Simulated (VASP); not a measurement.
# Ti in VASP: single point with PBE

Aim: the single point of Ti with PBE.

All numbers are computed with VASP 6.6.1; they aren't measurements. Logs are shortened: lines on timing, memory, paths and dates and some standing lists are left out, and cuts for length are marked.

## Step 1: The cell of the first run

The cell holds a slab with vacuum, 4 atoms: a = 2.908 Å, b = 4.112 Å, c = 18.361 Å, α = 90.00°, β = 90.00°, γ = 90.00°.

## Step 2: Single point, PBE

INCAR

```
PREC     = Accurate       # precision mode
ENCUT    = 520            # plane-wave cutoff, eV
EDIFF    = 1E-6           # SCF threshold, eV
ISMEAR   = 0              # smearing method
SIGMA    = 0.1            # smearing width, eV
LREAL    = F              # projectors in reciprocal space
LASPH    = T              # aspherical terms in the spheres
NELM     = 60             # most SCF steps
ALGO     = Normal         # electronic algorithm
ISIF     = 2              # what is computed and relaxed
LWAVE    = F              # write WAVECAR
LCHARG   = F              # write CHGCAR
LDIPOL   = T            
IDIPOL   = 3            
DIPOL    = 0.5 0.5 0.495
GGA      = PE             # functional
NBANDS   = 32             # bands
```

KPOINTS

```
Automatic mesh
0
Gamma
  10 7 1
```

POSCAR

```
Ti
1.0
    2.9076478547      0.0000000000      0.0000000000
    0.0000000000      4.1120350307      0.0000000000
    0.0000000000      0.0000000000     18.3614717820
Ti
4
Direct
    0.5000000000      0.5000000000      0.3812330560
    0.0000000000      0.0000000000      0.4604110187
    0.5000000000      0.5000000000      0.5315466989
    0.0000000000      0.0000000000      0.6074570836
```

Potentials or basis: VASP PAW PBE potentials, release 64 (Ti_sv).

Started as:

```bash
> cat potpaw_PBE.64/Ti_sv/POTCAR > POTCAR
> mpirun -np 1 vasp_std > vasp.out
```

OUTCAR:

```text
PREC = Accurate
   ENCUT = 520
   EDIFF = 1E-6
   ISMEAR = 0
   LREAL = F
   LASPH = T
   NELM = 60
   ISIF = 2
   GGA = PE

 ion  position               nearest neighbor table
   1  0.500  0.500  0.381-   3 2.76   2 2.91   2 2.91   2 2.91   2 2.91
   2  0.000  0.000  0.460-   4 2.70   3 2.84   3 2.84   3 2.84   3 2.84   1 2.91   1 2.91   1 2.91
                             1 2.91
   3  0.500  0.500  0.532-   1 2.76   2 2.84   2 2.84   2 2.84   2 2.84   4 2.88   4 2.88   4 2.88
                             4 2.88
   4  0.000  0.000  0.607-   2 2.70   3 2.88   3 2.88   3 2.88   3 2.88

  LATTYP: Found a simple orthorhombic cell.
 ALAT       =     2.9076478547
 B/A-ratio  =     1.4142135624
 C/A-ratio  =     6.3148884251

  Lattice vectors:

 A1 = (   2.9076478547,   0.0000000000,   0.0000000000)
 A2 = (   0.0000000000,   4.1120350307,   0.0000000000)
 A3 = (   0.0000000000,   0.0000000000,  18.3614717820)

Analysis of symmetry for initial positions (statically):
=====================================================================
 Subroutine PRICEL returns:
 Original cell was already a primitive cell.

 Routine SETGRP: Setting up the symmetry group for a
 simple orthorhombic supercell.

 Subroutine GETGRP returns: Found  4 space group operations
 (whereof  4 operations were pure point group operations)
 out of a pool of  8 trial point group operations.

The static configuration has the point symmetry C_2v.

Analysis of symmetry for dynamics (positions and initial velocities):
=====================================================================
 Subroutine PRICEL returns:
 Original cell was already a primitive cell.

 Routine SETGRP: Setting up the symmetry group for a
 simple orthorhombic supercell.

 Subroutine GETGRP returns: Found  4 space group operations
 (whereof  4 operations were pure point group operations)
 out of a pool of  8 trial point group operations.

The dynamic configuration has the point symmetry C_2v.

 Subroutine INISYM returns: Found  4 space group operations
 (whereof  4 operations are pure point group operations),
 and found     1 'primitive' translations

----------------------------------------------------------------------------------------

                                     Primitive cell

  volume of cell :     219.5362

  direct lattice vectors                    reciprocal lattice vectors
     2.907647855  0.000000000  0.000000000     0.343920602  0.000000000  0.000000000
     0.000000000  4.112035031  0.000000000     0.000000000  0.243188590  0.000000000
[... 96 lines left out ...]
   POTIM  = 0.5000    time-step for ionic-motion
   TEBEG  =    0.0;   TEEND  =   0.0 temperature during run
   PSTRESS=    0.0 pullay stress
   NELECT =      48.0000    total number of electrons
   NUPDOWN=      -1.0000    fix difference up-down
   EMIN   =  10.00;   EMAX   =-10.00  energy-range for DOS
   EFERMI =   0.00;   METHOD = LEGACY
   ISMEAR =     0;   SIGMA  =   0.10  broadening in eV -4-tet -1-fermi 0-gaus
   EFERMI_NEDOS =   21; number of points for ismear=-14 and -15
   IALGO  =     38    algorithm
   IMIX   =      4    mixing-type and parameters
     AMIX     =   0.40;   BMIX     =  1.00
     AMIX_MAG =   1.60;   BMIX_MAG =  1.00
  volume/ion in A,a.u.               =      54.88       370.38
  Fermi-wavevector in a.u.,A,eV,Ry     =   0.986249  1.863740 13.234209  0.972687
  Thomas-Fermi vector in A             =   2.117616
   LORBIT       =      0    0 simple, 1 ext, 2 COOP (PROOUT), +10 PAW based schemes
   GGA     = PE    functional components
   LHFCALC =     F    Hartree Fock is set to
   AEXX    =    0.0000 exact exchange contribution
   IVDW    =     0    specifies the selected vdW correction
   LEPSILON=     F    determine dielectric tensor
   LRPA    =     F    only Hartree local field effects (RPA)
 non-spin polarized calculation
 Gauss-broadening in eV      SIGMA  =   0.10
  energy-cutoff  :      520.00
  volume of cell :      219.54
 maximum number of plane-waves:      5969
 NGX is ok and might be reduce to    24
   NGX = 11   NGY = 15   NGZ = 69

 dipolmoment           0.000000      0.000000     -0.008168 electrons x Angstroem

 number of electron      48.0000009 magnetization

 dipolmoment           0.000000      0.000000      0.000670 electrons x Angstroem

 Free energy of the ion-electron system (eV)
  ---------------------------------------------------
  ext. energy  EPLUGINS =         0.00000000
  ---------------------------------------------------
  free energy    TOTEN  =       -28.30346600 eV

  energy without entropy =      -28.26833407  energy(sigma->0) =      -28.28590004

 E-fermi :   0.4767     XC(G=0):  -4.7973

 val. band max:        0.4532859225   @ k =   0.1000   0.4286   0.0000
 cond. band min:       0.4874106066   @ k =   0.3000   0.0000   0.0000
 fundamental gap:      0.0341246841
 Fermi energy:         0.4766519082

 k-point     1 :       0.0000    0.0000    0.0000
  band No.  band energies     occupation
      1     -56.5512      2.00000
      2     -56.4984      2.00000
      3     -56.1936      2.00000
      4     -56.0975      2.00000
      5     -32.9633      2.00000
      6     -32.9031      2.00000
[... 829 lines left out ...]
     31       2.3922      0.00000
     32       2.4463      0.00000

------------------------ aborting loop because EDIFF is reached ----------------------------------------

 vacuum level on the upper side and lower side of the slab       (xc-potential included)        -0.208        -0.221

  FORCE on cell =-STRESS in cart. coord.  units (eV):
  Direction    XX          YY          ZZ          XY          YZ          ZX
  --------------------------------------------------------------------------------------
  -------------------------------------------------------------------------------------
  Total       -1.0978067     -4.1017358     -0.5500185      0.0000000      0.0000000      0.0000000
  in kB       -8.0118049    -29.9345110     -4.0140408      0.0000000      0.0000000      0.0000000
  external PRESSURE =     -13.9867856 kB  Pullay stress =       0.0000000 kB

 VOLUME and BASIS-vectors are now :
 -----------------------------------------------------------------------------
  energy-cutoff  :      520.00
  volume of cell :      219.54
      direct lattice vectors                 reciprocal lattice vectors
     2.907647855  0.000000000  0.000000000     0.343920602  0.000000000  0.000000000
     0.000000000  4.112035031  0.000000000     0.000000000  0.243188590  0.000000000
     0.000000000  0.000000000 18.361471782     0.000000000  0.000000000  0.054461865

 POSITION                                       TOTAL-FORCE (eV/Angst)
 -----------------------------------------------------------------------------------
      1.45382      2.05602      7.00000         0.000000      0.000000      0.330393
      0.00000      0.00000      8.45382         0.000000      0.000000     -0.324826
      1.45382      2.05602      9.75998         0.000000      0.000000      0.021340
      0.00000      0.00000     11.15381         0.000000      0.000000     -0.026907
 -----------------------------------------------------------------------------------
    total drift:                                0.000000      0.000000     -0.001008

  FREE ENERGIE OF THE ION-ELECTRON SYSTEM (eV)
  ---------------------------------------------------
  free  energy   TOTEN  =       -28.3034660037 eV

  energy  without entropy=      -28.2683340723  energy(sigma->0) =      -28.28590004

 vacuum level on the upper side and lower side of the slab         3.598         3.587
```

OSZICAR:

```text
N       E                     dE             d eps       ncg     rms          rms(c)
DAV:   1     0.536713811215E+03    0.53671E+03   -0.26210E+04  1864   0.145E+03
DAV:   2     0.400181595847E+02   -0.49670E+03   -0.48339E+03  1672   0.460E+02
DAV:   3    -0.229340818270E+02   -0.62952E+02   -0.60985E+02  2688   0.141E+02
[... 19 lines left out ...]
DAV:  23    -0.283034313636E+02   -0.68324E-04   -0.83651E-06  1616   0.236E-02    0.442E-03
DAV:  24    -0.283034540088E+02   -0.22645E-04   -0.17849E-06  1368   0.910E-03    0.116E-03
DAV:  25    -0.283034629240E+02   -0.89152E-05   -0.52738E-07  1136   0.504E-03    0.460E-04
DAV:  26    -0.283034655587E+02   -0.26347E-05   -0.21757E-07  1048   0.285E-03    0.388E-04
DAV:  27    -0.283034660037E+02   -0.44497E-06   -0.84573E-08  1032   0.180E-03
   1 F= -.28303466E+02 E0= -.28285900E+02  d E =-.351319E-01
```

Wall time 7.5 min (1 thread of Intel Xeon 8259CL, shared host); peak memory 0.38 GiB.

Results:

```yaml
Free_energy: -28.3035 eV
Largest_force: 0.330 eV/Å
Band_gap_on_the_k_mesh: zero (bands 24 and 25 overlap by 0.39 eV)
```

Forces in eV/Å, atoms in the order of the input:
```
Ti   0.000  0.000  0.330
Ti   0.000  0.000 -0.325
Ti   0.000  0.000  0.021
Ti   0.000  0.000 -0.027
```

The gap in the log of VASP goes by the Fermi energy; the results here count the filled bands.